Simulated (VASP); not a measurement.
Input of a VASP 6.6.1 run:

Contents of INCAR:

```
  ALGO = Normal
  EDIFF = 1E-7
  ENCUT = 520
  ISIF = 2
  ISMEAR = 0
  LASPH = True
  LCHARG = True
  LELF = True
  LREAL = False
  LVHAR = True
  LWAVE = False
  NBANDS = 12
  NELM = 100
  PREC = Accurate
  SIGMA = 0.15
```

Contents of KPOINTS:

```
k-points
0
Gamma
  22 22 22
```

Contents of POSCAR:

```
Cu
1.0
   -1.3560500000      1.3560500000      1.2740500000
    1.3560500000     -1.3560500000      1.2740500000
    1.3560500000      1.3560500000     -1.2740500000
Cu
1
Direct
    0.0000000000      0.0000000000      0.0000000000
```

Potentials or basis: VASP PAW LDA potentials, release 64 (Cu).

Run with:

```sh
$ cat potpaw_LDA.64/Cu/POTCAR > POTCAR
$ mpirun -np 1 vasp_std > vasp.out
```

(1) What does it give for the band gap on the k mesh?

(2) Predict the pressure.

Answers

(1) zero (an odd number of electrons rules out a gap without spin polarisation).

(2) 43.0 GPa.

Caveat: the cell stands under pressure.
